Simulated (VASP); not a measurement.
HfN: single point with LDA

HfN:

```xyz
2
Lattice="0.0000 2.4711 2.4711 2.4711 0.0000 2.4711 2.4711 2.4711 0.0000" Properties=species:S:1:pos:R:3 pbc="T T T"
Hf    0.0000    0.0000    0.0000
N     3.7066    3.7066    3.7066
```

```yaml
Program: VASP 6.6.1
Task: single point
Functional: LDA
Potentials_or_basis: VASP PAW LDA potentials, release 64 (Hf_pv, N)
Cutoff: 520 eV
k_mesh: 10 × 10 × 10
Occupations: methfessel-paxton, width 0.1 eV
Spin: no spin polarisation
Dipole_correction: no
Further_INCAR_settings: ALGO = Normal; EDIFF = 1e-06; NBANDS = 14
```

```json
{"Pressure": "-13.3 GPa"}
```

Levels at points of the mesh, in eV from the Fermi level:
```
           k point  band 3  band 4  band 5  band 6  band 7  band 8  band 9  band 10  band 11  band 12
(0.00, 0.00, 0.00)  -30.99  -15.79   -5.34   -5.34   -5.34   -0.65    2.09     2.09     6.43     6.43
(0.50, 0.00, 0.00)  -31.05  -14.72   -5.61   -4.77   -4.77    1.52    2.59     2.59     4.19     5.11
(0.50, 0.50, 0.00)  -31.14  -14.35   -6.78   -3.53   -3.53   -1.07    2.06     3.82     4.51     4.51
```

It took 12 s on 1 thread of Intel(R) Xeon(R) Platinum 8488C (Sapphire Rapids), with other jobs on the host, peak memory 0.15 GiB.

Caveat: spin-orbit coupling is left out, which moves the levels of the heavy elements.
